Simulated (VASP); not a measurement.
Write the native input for VASP 6.6.1 that does the following.

```
Task                   : single point
Functional             : PBEsol
Potentials or basis    : VASP PAW PBE potentials, release 64 (Si)
Cutoff                 : 520 eV
k mesh                 : 15 × 15 × 8
Occupations            : fermi-dirac, width 0.1 eV
Spin                   : no spin polarisation
Dipole correction      : no
Further INCAR settings : ALGO = Normal; EDIFF = 1e-06; NBANDS = 11
```

The structure of Si lies in POSCAR:

```
Si
1.0
    2.6043617427      0.0000000000      0.0000000000
   -1.3021808713      2.2554434298      0.0000000000
    0.0000000000      0.0000000000      4.3822051155
Si
2
Direct
    0.3333333333      0.6666666667      0.2500000000
    0.6666666667      0.3333333333      0.7500000000
```

This isn't the form of Si at room conditions, which is diamond.

The input as run:

INCAR

```
SYSTEM = Si
PREC     = Accurate       ! precision mode
ENCUT    = 520            ! plane-wave cutoff, eV
EDIFF    = 1E-6           ! SCF threshold, eV
ISMEAR   = -1             ! smearing method
SIGMA    = 0.1            ! smearing width, eV
LREAL    = .False.        ! projectors in reciprocal space
LASPH    = .True.         ! aspherical terms in the spheres
NELM     = 100            ! most SCF steps
ALGO     = Normal         ! electronic algorithm
ISIF     = 2              ! what is computed and relaxed
LWAVE    = .False.        ! write WAVECAR
LCHARG   = .False.        ! write CHGCAR
GGA      = PS             ! functional
NBANDS   = 11             ! bands
```

KPOINTS

```
Automatic mesh
0
Gamma
  15 15 8
  0 0 0
```

Potentials or basis: VASP PAW PBE potentials, release 64 (Si).

Command:

```bash
$ cat potpaw_PBE.64/Si/POTCAR > POTCAR
$ mpirun -np 1 vasp_std > vasp.out
```

Results of the run:

```yaml
Pressure: 9.4 GPa
Band_gap_on_the_k_mesh: zero (bands 4 and 5 overlap by 13.70 eV)
```

Caveat: the cell stands under pressure; the PAW data sets were made with another functional, which shifts forces and pressure a little.

It took 30 s on 1 thread of Intel Xeon 8259CL (shared host), peak memory 0.15 GiB.
